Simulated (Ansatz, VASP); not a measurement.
BaMg3H4: VASP beside Ansatz

The input INCAR:

```
SYSTEM = BaMg3H4
PREC     = Accurate       ! precision mode
ENCUT    = 600            ! plane-wave cutoff, eV
EDIFF    = 1E-6           ! SCF threshold, eV
ISMEAR   = 0              ! smearing method
SIGMA    = 0.1            ! smearing width, eV
LREAL    = .FALSE.        ! projectors in reciprocal space
LASPH    = .TRUE.         ! aspherical terms in the spheres
NELM     = 60             ! most SCF steps
ALGO     = Normal         ! electronic algorithm
ISIF     = 3              ! what is computed and relaxed
LWAVE    = .FALSE.        ! write WAVECAR
LCHARG   = .FALSE.        ! write CHGCAR
GGA      = PE             ! functional
IBRION   = 2              ! ionic algorithm
NSW      = 90             ! ionic steps
EDIFFG   = -0.04          ! ionic threshold
```

Contents of KPOINTS:

```
Automatic mesh
0
G
  6 6 1
  0 0 0
```

Contents of POSCAR:

```
BaMg3H4
1.0
    4.7143121400      0.0000000000      0.0000000000
   -2.3571560700      4.0827140800      0.0000000000
    0.0000000000      0.0000000000     15.7690884400
Ba Mg H
1 3 4
Direct
    0.0000000000      0.0000000000      0.6487429900
    0.0000000000      0.0000000000      0.1726684700
    0.3333333300      0.6666666700      0.3868260500
    0.6666666700      0.3333333300      0.9585108900
    0.0000000000      0.0000000000      0.0000000000
    0.3333333300      0.6666666700      0.2141575800
    0.0000000000      0.0000000000      0.4283151500
    0.6666666700      0.3333333300      0.7858424200
```

Input for Ansatz:

```yaml
crystal:
  lattice:
    - [4.71431214, 0.0, 0.0]
    - [-2.35715607, 4.08271408, 0.0]
    - [0.0, 0.0, 15.76908844]
  atoms:
    - { symbol: Ba, position: [0.0, 0.0, 0.64874299] }
    - { symbol: Mg, position: [0.0, 0.0, 0.17266847] }
    - { symbol: Mg, position: [0.33333333, 0.66666667, 0.38682605] }
    - { symbol: Mg, position: [0.66666667, 0.33333333, 0.95851089] }
    - { symbol: H, position: [0.0, 0.0, 0.0] }
    - { symbol: H, position: [0.33333333, 0.66666667, 0.21415758] }
    - { symbol: H, position: [0.0, 0.0, 0.42831515] }
    - { symbol: H, position: [0.66666667, 0.33333333, 0.78584242] }
basis:
  ecutwfc: 420
kpoints:
  mp_grid: { grid: [6, 6, 1] }
hamiltonian:
  xc: pbe
scf:
  occupations: { method: gaussian, width: 0.1 }
  lower_state_search: "off"
output:
  forces: true
  stress: true
  eigenvalues: true
relax:
  adjacent_minimum: "off"
  f_tol: 0.04
  max_steps: 70
  cell: { stress_tol: 0.4 }
```

Alike in both runs: task relaxation of cell and atoms; functional PBE; k mesh 6 × 6 × 1; occupations gaussian, width 0.1 eV; no spin polarisation.

```csv
,VASP,Ansatz
version,VASP 6.6.1,Ansatz 0.2.0
potentials or method,"VASP PAW PBE potentials, release 64 (Ba_sv, Mg, H), cutoff 600 eV","scalar-relativistic, plane waves, PAW"
valence electrons in the cell,20,44
```

```csv
,VASP,Ansatz,Ansatz less VASP
"gap on the k mesh at the Fermi level, each at its own relaxed structure (eV)",none,none,-
relaxed volume (Å³/atom),17.21,17.07,-0.141
relaxed cell length with the largest relative difference (Å),10.209,10.025,-0.1839
```

A gap of «none» marks a metal or a gap that the smearing closes. VASP's potentials hold 20 valence electrons a cell and Ansatz's 44, so a difference there can come from the potentials and not from the codes.

The k mesh is coarse, so the values compare programs but aren't converged. Neither program's run includes spin-orbit coupling. Noted on VASP's run: the volume moved by over 15 % at a fixed basis, so the end points are rough.
